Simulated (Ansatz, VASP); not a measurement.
# BN in VASP and in Ansatz

```
B N
1.0
    -0.00432    3.49340    2.17342
     1.36164   -0.01462    2.19451
     1.24425    3.46444    0.04424
B N
1 1
Direct
  0.01078 0.99540 0.98559
  0.65592 0.67130 0.34771
```

Change from the starting cell: all atoms moved at random, cell strained at random.

Alike in both runs: task single point; functional PBE; k mesh 12 × 12 × 12; occupations gaussian, width 0.02 eV; no spin polarisation.

|  | VASP | Ansatz |
| --- | --- | --- |
| version | VASP 6.6.1 | Ansatz 0.2.0 |
| potentials or method | VASP PAW PBE potentials, release 64 (B, N), cutoff 520 eV | scalar-relativistic, plane waves, PAW |
| valence electrons in the cell | 8 | 8 |

VASP gave:

| Quantity | Value |
| --- | --- |
| gap on the k mesh at the Fermi level (eV) | 3.96 |
| least direct gap on the mesh (eV) | 4.52 |
| pressure (GPa) | -6.9 |
| traceless stress, the component that is largest in VASP (GPa) | -19.83 |
| rms of the force components (eV/Å) | 1.313 |

Q: What did Ansatz give for the same quantities?

A: gap on the k mesh at the Fermi level (eV): 3.97; least direct gap on the mesh (eV): 4.52; pressure (GPa): -6.9; traceless stress, the component that is largest in VASP (GPa): -19.75; rms of the force components (eV/Å): 1.314.

Atom by atom the forces differ by 0.003 eV/Å (rms over components). With one functional, cell and mesh, what is left measures potentials, basis and numerics.
